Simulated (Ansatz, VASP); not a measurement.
# Two plane-wave programs on Al16Ru15

```
CELL_PARAMETERS angstrom
0.00000 6.00688 6.00688
6.00688 0.00000 6.00688
6.00688 6.00688 0.00000
ATOMIC_POSITIONS crystal
Al 0.00043 0.00213 0.00061
Al 0.24837 0.25009 0.24857
Al 0.00043 0.00212 0.49637
Al 0.24841 0.25010 0.75246
Al 0.00050 0.49772 0.00072
Al 0.24846 0.75382 0.24866
Al 0.99648 0.50199 0.50058
Al 0.25259 0.74998 0.74852
Al 0.49611 0.00215 0.00068
Al 0.75224 0.25010 0.24862
Al 0.50041 0.99803 0.50058
Al 0.74833 0.25418 0.74854
Al 0.50034 0.50200 0.99673
Al 0.74828 0.74996 0.25287
Al 0.50030 0.50196 0.50048
Al 0.74827 0.74994 0.74847
Ru 0.12438 0.12594 0.12460
Ru 0.12359 0.12522 0.62537
Ru 0.37440 0.37606 0.87456
Ru 0.12353 0.62687 0.12376
Ru 0.37436 0.87603 0.37461
Ru 0.12350 0.62689 0.62547
Ru 0.37437 0.87606 0.87460
Ru 0.62517 0.12521 0.12380
Ru 0.87436 0.37605 0.37460
Ru 0.62520 0.12518 0.62542
Ru 0.87437 0.37605 0.87461
Ru 0.62525 0.62690 0.12372
Ru 0.87441 0.87605 0.37456
Ru 0.62437 0.62591 0.62461
Ru 0.87437 0.87601 0.87459
```

Alike in both runs: functional PBE; k mesh 2 × 2 × 2; occupations methfessel-paxton of order 1, width 0.1 eV; no spin polarisation.

Ansatz relaxed the structure, and its values are those at the end. VASP's run is a single point on that final structure, the one shown.

|  | VASP | Ansatz |
| --- | --- | --- |
| version | VASP 6.6.1 | Ansatz 0.2.0 |
| potentials or method | VASP PAW PBE potentials, release 64 (Al, Ru_pv), cutoff 520 eV | plane-wave PAW DFT |
| valence electrons in the cell | 258 | 288 |

|  | VASP | Ansatz | Ansatz less VASP |
| --- | --- | --- | --- |
| rms of the force components (eV/Å) | 0.004 | 0.004 | -0.0006 |

VASP's potentials hold 258 valence electrons a cell and Ansatz's 288, so a difference there can come from the potentials and not from the codes.

The k mesh is coarse, so the values compare programs but aren't converged.
